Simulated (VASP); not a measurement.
The system is F2, in a box.

```
F
1.0
    13.00000    0.00000    0.00000
     0.00000   13.30000    0.00000
     0.00000    0.00000   13.60000
F
2
Direct
  0.44622 0.50000 0.50000
  0.55378 0.50000 0.50000
```

Base run:

- Program: VASP 6.6.1
- Functional: PBEsol
- Potentials or basis: VASP PAW PBE potentials, release 64 (F_h)
- Cutoff: 910 eV
- k mesh: 1 × 1 × 1
- Occupations: gaussian, width 0.01 eV
- Spin: no spin polarisation

Its results: gap between the frontier levels 3.73 eV; largest force 0.030 eV/Å.

**Question.** The run is repeated on the same cell with these changes: potentials or basis from VASP PAW PBE potentials, release 64 (F_h) to VASP PAW PBE potentials, release 64 (F); cutoff from 910 eV to 520 eV; further incar settings from ALGO = Normal; EDIFF = 1e-06; NBANDS = 14; NELMDL = -8 to ALGO = Normal; EDIFF = 1e-07; NBANDS = 14. What comes out?

**Answer.** Gap between the frontier levels 3.66 eV; largest force 0.435 eV/Å.

Caveats: the PAW data sets were made with another functional, which shifts forces and pressure a little.

